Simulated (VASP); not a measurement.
# ZrN (Fm-3m) in VASP: settings compared

Aim: see how the results for ZrN move with the level of theory and the settings. Levels: revPBE+D3(BJ), PBE. Tasks: single point.

All numbers are computed with VASP 6.6.1; they aren't measurements. Logs are shortened: lines on timing, memory, paths and dates and some standing lists are left out, and cuts for length are marked.

### 1 The cell of the first run

It takes space group Fm-3m (No. 225, cubic). Conventional cell: a = 4.589 Å, b = 4.589 Å, c = 4.589 Å, α = 90.00°, β = 90.00°, γ = 90.00°. Zr (site symmetry m-3m) has 6 N at 2.29 Å within 3.0 Å. N (site symmetry m-3m) has 6 Zr at 2.29 Å within 3.0 Å.

### 2 Single point, revPBE+D3(BJ)

Input file INCAR:

```
PREC     = Accurate       # precision mode
ENCUT    = 600            # plane-wave cutoff, eV
EDIFF    = 1E-6           # SCF threshold, eV
ISMEAR   = 0              # smearing method
SIGMA    = 0.1            # smearing width, eV
LREAL    = False          # projectors in reciprocal space
LASPH    = True           # aspherical terms in the spheres
NELM     = 120            # most SCF steps
ALGO     = Normal         # electronic algorithm
ISIF     = 2              # what is computed and relaxed
LWAVE    = False          # write WAVECAR
LCHARG   = True           # write CHGCAR
GGA      = RE             # functional
IVDW     = 12             # dispersion correction
LELF     = True           # ELF
LVHAR    = True         
NBANDS   = 16             # bands
GGA_COMPAT= False
```

Input file KPOINTS:

```
regular mesh
0
Gamma
  1 1 1
```

Input file POSCAR:

```
ZrN
1.0
    0.0000000000      2.2942655869      2.2942655869
    2.2942655869      0.0000000000      2.2942655869
    2.2942655869      2.2942655869      0.0000000000
Zr N
1 1
Direct
    0.5000000000      0.5000000000      0.5000000000
    0.0000000000      0.0000000000      0.0000000000
```

Potentials or basis: VASP PAW PBE potentials, release 64 (Zr_sv, N).

Launch:

```
$ cat potpaw_PBE.64/Zr_sv/POTCAR potpaw_PBE.64/N/POTCAR > POTCAR
$ mpirun -np 1 vasp_gam > vasp.out
```

OUTCAR:

```text
PREC = Accurate
   ENCUT = 600
   EDIFF = 1E-6
   ISMEAR = 0
   LREAL = False
   LASPH = True
   NELM = 120
   ISIF = 2
   GGA = RE
   IVDW = 12
 IVDW          = 12

 ion  position               nearest neighbor table
   1  0.500  0.500  0.500-   2 2.29   2 2.29   2 2.29   2 2.29   2 2.29   2 2.29
   2  0.000  0.000  0.000-   1 2.29   1 2.29   1 2.29   1 2.29   1 2.29   1 2.29

  LATTYP: Found a face centered cubic cell.
 ALAT       =     4.5885311738

  Lattice vectors:

 A1 = (   0.0000000000,   2.2942655869,   2.2942655869)
 A2 = (   2.2942655869,   0.0000000000,   2.2942655869)
 A3 = (   2.2942655869,   2.2942655869,   0.0000000000)

Analysis of symmetry for initial positions (statically):
=====================================================================
 Subroutine PRICEL returns:
 Original cell was already a primitive cell.

 Routine SETGRP: Setting up the symmetry group for a
 face centered cubic supercell.

 Subroutine GETGRP returns: Found 48 space group operations
 (whereof 48 operations were pure point group operations)
 out of a pool of 48 trial point group operations.

The static configuration has the point symmetry O_h .

Analysis of symmetry for dynamics (positions and initial velocities):
=====================================================================
 Subroutine PRICEL returns:
 Original cell was already a primitive cell.

 Routine SETGRP: Setting up the symmetry group for a
 face centered cubic supercell.

 Subroutine GETGRP returns: Found 48 space group operations
 (whereof 48 operations were pure point group operations)
 out of a pool of 48 trial point group operations.

The dynamic configuration has the point symmetry O_h .

 Subroutine INISYM returns: Found 48 space group operations
 (whereof 48 operations are pure point group operations),
 and found     1 'primitive' translations

----------------------------------------------------------------------------------------

                                     Primitive cell

  volume of cell :      24.1524

  direct lattice vectors                    reciprocal lattice vectors
     0.000000000  2.294265587  2.294265587    -0.217934664  0.217934664  0.217934664
     2.294265587  0.000000000  2.294265587     0.217934664 -0.217934664  0.217934664
     2.294265587  2.294265587  0.000000000     0.217934664  0.217934664 -0.217934664

  length of vectors
     3.244581509  3.244581509  3.244581509     0.377473911  0.377473911  0.377473911

  position of ions in fractional coordinates (direct lattice)
     0.500000000  0.500000000  0.500000000
     0.000000000  0.000000000  0.000000000

  ion indices of the primitive-cell ions
   primitive index   ion index
                 1           1
                 2           2

----------------------------------------------------------------------------------------

 KPOINTS: regular mesh

Automatic generation of k-mesh.
 Grid dimensions read from file:
 generate k-points for:    1    1    1

 Generating k-lattice:

  Cartesian coordinates                     Fractional coordinates (reciprocal lattice)
    -0.217934664  0.217934664  0.217934664     1.000000000  0.000000000  0.000000000
     0.217934664 -0.217934664  0.217934664     0.000000000  1.000000000  0.000000000
     0.217934664  0.217934664 -0.217934664     0.000000000  0.000000000  1.000000000

  Length of vectors
     0.377473911  0.377473911  0.377473911

  Shift w.r.t. Gamma in fractional coordinates (k-lattice)
     0.000000000  0.000000000  0.000000000

 Subroutine IBZKPT returns following result:
 ===========================================

 Found      1 irreducible k-points:

 Following reciprocal coordinates:
            Coordinates               Weight
  0.000000  0.000000  0.000000      1.000000
   k-points           NKPTS =      1   k-points in BZ     NKDIM =      1   number of bands    NBANDS=     16
   number of dos      NEDOS =    301   number of ions     NIONS =      2
   total plane-waves  NPLWV =  21952
   dimension x,y,z NGX =    28 NGY =   28 NGZ =   28
   dimension x,y,z NGXF=    56 NGYF=   56 NGZF=   56
   ions per type =               1   1
   NGX,Y,Z   is equivalent  to a cutoff of  14.35, 14.35, 14.35 a.u.
   NGXF,Y,Z  is equivalent  to a cutoff of  28.69, 28.69, 28.69 a.u.
 SYSTEM =  unknown system
   PREC   = accura    normal or accurate (medium, high low for compatibility)
   ISTART =      0    job   : 0-new  1-cont  2-samecut
   ICHARG =      2    charge: 1-file 2-atom 10-const
   ISPIN  =      1    spin polarized calculation?
   LNONCOLLINEAR =      F non collinear calculations
   LSORBIT =      F    spin-orbit coupling
   LASPH  =      T    aspherical Exc in radial PAW
   ENCUT  =  600.0 eV  44.10 Ry    6.64 a.u.   6.48  6.48  6.48*2*pi/ulx,y,z
   NELM   =    120;   NELMIN=  2; NELMDL= -5     # of ELM steps
   EDIFF  = 0.1E-05   stopping-criterion for ELM
   LREAL  =      F    real-space projection
   EDIFFG = 0.1E-04   stopping-criterion for IOM
   NSW    =      0    number of steps for IOM
   IBRION =     -1    ionic relax: 0-MD 1-quasi-New 2-CG
   NFREE  =      0    steps in history (QN), initial steepest desc. (CG)
   ISIF   =      2    stress and relaxation
   ISYM   =      2    0-nonsym 1-usesym 2-fastsym
   POTIM  = 0.5000    time-step for ionic-motion
   TEBEG  =    0.0;   TEEND  =   0.0 temperature during run
   PSTRESS=    0.0 pullay stress
   NELECT =      17.0000    total number of electrons
   NUPDOWN=      -1.0000    fix difference up-down
   EMIN   =  10.00;   EMAX   =-10.00  energy-range for DOS
   EFERMI =   0.00;   METHOD = LEGACY
   ISMEAR =     0;   SIGMA  =   0.10  broadening in eV -4-tet -1-fermi 0-gaus
   EFERMI_NEDOS =   21; number of points for ismear=-14 and -15
   IALGO  =     38    algorithm
   IMIX   =      4    mixing-type and parameters
     AMIX     =   0.40;   BMIX     =  1.00
     AMIX_MAG =   1.60;   BMIX_MAG =  1.00
  volume/ion in A,a.u.               =      12.08        81.49
  Fermi-wavevector in a.u.,A,eV,Ry     =   1.456255  2.751923 28.853587  2.120679
  Thomas-Fermi vector in A             =   2.573195
   LORBIT       =      0    0 simple, 1 ext, 2 COOP (PROOUT), +10 PAW based schemes
   GGA     = RE    functional components
   LHFCALC =     F    Hartree Fock is set to
   AEXX    =    0.0000 exact exchange contribution
   IVDW    =    12    specifies the selected vdW correction
   LEPSILON=     F    determine dielectric tensor
   LRPA    =     F    only Hartree local field effects (RPA)
 non-spin polarized calculation
 Gauss-broadening in eV      SIGMA  =   0.10
  energy-cutoff  :      600.00
  volume of cell :       24.15
 maximum number of plane-waves:       411
 NGX is ok and might be reduce to    28
   NGX = 13   NGY = 13   NGZ = 13

 number of electron      17.0000000 magnetization

 Free energy of the ion-electron system (eV)
  ---------------------------------------------------
  ext. energy  EPLUGINS =         0.00000000
  ---------------------------------------------------
  free energy    TOTEN  =        -1.87082246 eV

  energy without entropy =       -1.62742102  energy(sigma->0) =       -1.74912174

 E-fermi :  11.4712     XC(G=0): -11.9743

 val. band max:       11.3947643021   @ k =   0.0000   0.0000   0.0000
 cond. band min:      11.5068717637   @ k =   0.0000   0.0000   0.0000
 fundamental gap:      0.1121074616
 Fermi energy:        11.4711538622

 k-point     1 :       0.0000    0.0000    0.0000
  band No.  band energies     occupation
      1     -37.7582      2.00000
      2     -15.3969      2.00000
      3     -15.3969      2.00000
      4     -15.3969      2.00000
      5      -2.5832      2.00000
      6      11.3948      1.72000
      7      11.3948      1.72000
      8      11.3948      1.72000
      9      11.5069      0.61347
     10      11.5069      0.61327
     11      11.5069      0.61326
     12      13.6490      0.00000
     13      13.6490      0.00000
     14      16.2052      0.00000
     15      21.9625      0.00000
     16      34.6251      0.00000

------------------------ aborting loop because EDIFF is reached ----------------------------------------

 Edisp (eV)   -1.58138

 E8    (eV) :    -1.1174

  FORCE on cell =-STRESS in cart. coord.  units (eV):
  Direction    XX          YY          ZZ          XY          YZ          ZX
  --------------------------------------------------------------------------------------
  -------------------------------------------------------------------------------------
  Total      13.64441    13.64441    13.64441    -0.00000     0.00000     0.00000
  in kB     905.11579   905.11579   905.11579    -0.00000     0.00000     0.00000
  external pressure =      905.12 kB  Pullay stress =        0.00 kB

 VOLUME and BASIS-vectors are now :
 -----------------------------------------------------------------------------
  energy-cutoff  :      600.00
  volume of cell :       24.15
      direct lattice vectors                 reciprocal lattice vectors
     0.000000000  2.294265587  2.294265587    -0.217934664  0.217934664  0.217934664
     2.294265587  0.000000000  2.294265587     0.217934664 -0.217934664  0.217934664
     2.294265587  2.294265587  0.000000000     0.217934664  0.217934664 -0.217934664

 POSITION                                       TOTAL-FORCE (eV/Angst)
 -----------------------------------------------------------------------------------
      2.29427      2.29427      2.29427        -0.000000     -0.000000     -0.000000
      0.00000      0.00000      0.00000         0.000000      0.000000      0.000000
 -----------------------------------------------------------------------------------
    total drift:                                0.000000      0.000000      0.000000

  FREE ENERGIE OF THE ION-ELECTRON SYSTEM (eV)
  ---------------------------------------------------
  free  energy   TOTEN  =        -3.4521996137 eV

  energy  without entropy=       -3.2087981766  energy(sigma->0) =       -3.33049890
```

Wall time 26 s (1 thread of Intel Xeon Platinum 8488C (Sapphire Rapids), shared host); peak memory 0.16 GiB.

What came out:

```yaml
Free_energy: -3.4522 eV
Pressure: 90.5 GPa
Dispersion_energy_per_atom: -0.791 eV
```

Levels at points of the mesh, in eV from the Fermi level:
```tsv
k point	band 6	band 7	band 8	band 9	band 10	band 11
(0.00, 0.00, 0.00)	-0.08	-0.08	-0.08	0.04	0.04	0.04
```

Caveat: the k points lie up to 2.37 Å⁻¹ apart; the PAW data sets were made with another functional, which shifts forces and pressure a little; pairwise dispersion overbinds metals, which lowers pressure and volume.

### 3 Single point, PBE

Input file INCAR:

```
SYSTEM = ZrN
PREC     = Accurate       ! precision mode
ENCUT    = 600            ! plane-wave cutoff, eV
EDIFF    = 1E-6           ! SCF threshold, eV
ISMEAR   = -1             ! smearing method
SIGMA    = 0.008617333262145177 ! smearing width, eV
LREAL    = .False.        ! projectors in reciprocal space
LASPH    = .True.         ! aspherical terms in the spheres
NELM     = 120            ! most SCF steps
ALGO     = Normal         ! electronic algorithm
ISIF     = 2              ! what is computed and relaxed
LWAVE    = .False.        ! write WAVECAR
LCHARG   = .False.        ! write CHGCAR
GGA      = PE             ! functional
NBANDS   = 16             ! bands
GGA_COMPAT= .False.
```

Input file KPOINTS:

```
regular mesh
0
Gamma
  2 2 2
  0 0 0
```

POSCAR is that of step 2.

Potentials or basis: VASP PAW PBE potentials, release 64 (Zr_sv, N).

Launch:

```
$ cat potpaw_PBE.64/Zr_sv/POTCAR potpaw_PBE.64/N/POTCAR > POTCAR
$ mpirun -np 1 vasp_std > vasp.out
```

OUTCAR:

```text
SYSTEM = ZrN
   PREC = Accurate
   ENCUT = 600
   EDIFF = 1E-6
   ISMEAR = -1
   LREAL = .False.
   LASPH = .True.
   NELM = 120
   ISIF = 2
   GGA = PE

 ion  position               nearest neighbor table
   1  0.500  0.500  0.500-   2 2.29   2 2.29   2 2.29   2 2.29   2 2.29   2 2.29
   2  0.000  0.000  0.000-   1 2.29   1 2.29   1 2.29   1 2.29   1 2.29   1 2.29

  LATTYP: Found a face centered cubic cell.
 ALAT       =     4.5885311738

  Lattice vectors:

 A1 = (   0.0000000000,   2.2942655869,   2.2942655869)
 A2 = (   2.2942655869,   0.0000000000,   2.2942655869)
 A3 = (   2.2942655869,   2.2942655869,   0.0000000000)

Analysis of symmetry for initial positions (statically):
=====================================================================
 Subroutine PRICEL returns:
 Original cell was already a primitive cell.

 Routine SETGRP: Setting up the symmetry group for a
 face centered cubic supercell.

 Subroutine GETGRP returns: Found 48 space group operations
[... 9 lines left out ...]

 Routine SETGRP: Setting up the symmetry group for a
 face centered cubic supercell.

 Subroutine GETGRP returns: Found 48 space group operations
[... 11 lines left out ...]
                                     Primitive cell

  volume of cell :      24.1524

  direct lattice vectors                    reciprocal lattice vectors
     0.000000000  2.294265587  2.294265587    -0.217934664  0.217934664  0.217934664
     2.294265587  0.000000000  2.294265587     0.217934664 -0.217934664  0.217934664
     2.294265587  2.294265587  0.000000000     0.217934664  0.217934664 -0.217934664

  length of vectors
     3.244581509  3.244581509  3.244581509     0.377473911  0.377473911  0.377473911

  position of ions in fractional coordinates (direct lattice)
     0.500000000  0.500000000  0.500000000
     0.000000000  0.000000000  0.000000000

  ion indices of the primitive-cell ions
   primitive index   ion index
                 1           1
                 2           2
[... 64 lines left out ...]
   EFERMI =   0.00;   METHOD = LEGACY
   ISMEAR =    -1;   SIGMA  =   0.01  broadening in eV -4-tet -1-fermi 0-gaus
   EFERMI_NEDOS =   21; number of points for ismear=-14 and -15
   IALGO  =     38    algorithm
   IMIX   =      4    mixing-type and parameters
     AMIX     =   0.40;   BMIX     =  1.00
     AMIX_MAG =   1.60;   BMIX_MAG =  1.00
  volume/ion in A,a.u.               =      12.08        81.49
  Fermi-wavevector in a.u.,A,eV,Ry     =   1.456255  2.751923 28.853587  2.120679
  Thomas-Fermi vector in A             =   2.573195
   LORBIT       =      0    0 simple, 1 ext, 2 COOP (PROOUT), +10 PAW based schemes
   GGA     = PE    functional components
   LHFCALC =     F    Hartree Fock is set to
   AEXX    =    0.0000 exact exchange contribution
   IVDW    =     0    specifies the selected vdW correction
   LEPSILON=     F    determine dielectric tensor
   LRPA    =     F    only Hartree local field effects (RPA)
 non-spin polarized calculation
  energy-cutoff  :      600.00
  volume of cell :       24.15
 maximum number of plane-waves:       821
 NGX is ok and might be reduce to    28
   NGX = 13   NGY = 13   NGZ = 13

 number of electron      17.0000000 magnetization

 Free energy of the ion-electron system (eV)
  ---------------------------------------------------
  ext. energy  EPLUGINS =         0.00000000
  ---------------------------------------------------
  free energy    TOTEN  =       -20.29890451 eV

  energy without entropy =      -20.29479072  energy(sigma->0) =      -20.29684762

 E-fermi :  11.3745     XC(G=0): -12.4711

 val. band max:        9.8512027009   @ k =   0.0000   0.0000   0.0000
 cond. band min:      11.3804257690   @ k =   0.0000   0.0000   0.0000
 fundamental gap:      1.5292230681
 Fermi energy:        11.3744526921

 k-point     1 :       0.0000    0.0000    0.0000
  band No.  band energies     occupation
      1     -38.0398      2.00000
      2     -15.6308      2.00000
      3     -15.6308      2.00000
      4     -15.6308      2.00000
      5      -3.8573      2.00000
      6       9.8512      2.00000
[... 34 lines left out ...]
      3     -15.9727      2.00000
      4     -15.9727      2.00000
      5      -3.2725      2.00000
      6       7.7112      2.00000
[... 8 lines left out ...]
     15      21.7254      0.00000
     16      27.8798      0.00000

------------------------ aborting loop because EDIFF is reached ----------------------------------------

  FORCE on cell =-STRESS in cart. coord.  units (eV):
  Direction    XX          YY          ZZ          XY          YZ          ZX
  --------------------------------------------------------------------------------------
  -------------------------------------------------------------------------------------
  Total        0.1274881      0.1274881      0.1274881      0.0000000     -0.0000000      0.0000000
  in kB        8.4570520      8.4570520      8.4570520      0.0000000     -0.0000000      0.0000000
  external PRESSURE =       8.4570520 kB  Pullay stress =       0.0000000 kB

 VOLUME and BASIS-vectors are now :
 -----------------------------------------------------------------------------
  energy-cutoff  :      600.00
  volume of cell :       24.15
      direct lattice vectors                 reciprocal lattice vectors
     0.000000000  2.294265587  2.294265587    -0.217934664  0.217934664  0.217934664
     2.294265587  0.000000000  2.294265587     0.217934664 -0.217934664  0.217934664
     2.294265587  2.294265587  0.000000000     0.217934664  0.217934664 -0.217934664

 POSITION                                       TOTAL-FORCE (eV/Angst)
 -----------------------------------------------------------------------------------
      2.29427      2.29427      2.29427        -0.000000     -0.000000     -0.000000
      0.00000      0.00000      0.00000         0.000000      0.000000      0.000000
 -----------------------------------------------------------------------------------
    total drift:                                0.000000      0.000000      0.000000

  FREE ENERGIE OF THE ION-ELECTRON SYSTEM (eV)
  ---------------------------------------------------
  free  energy   TOTEN  =       -20.2989045143 eV

  energy  without entropy=      -20.2947907233  energy(sigma->0) =      -20.29684762
```

Run time: 5.5 s. Hardware: 1 thread of Intel Xeon Platinum 8488C (Sapphire Rapids), shared host; peak memory 0.15 GiB.

What came out:

- Free energy: -20.2989 eV
- Pressure: 0.8 GPa

Caveat: the k points lie up to 1.19 Å⁻¹ apart.
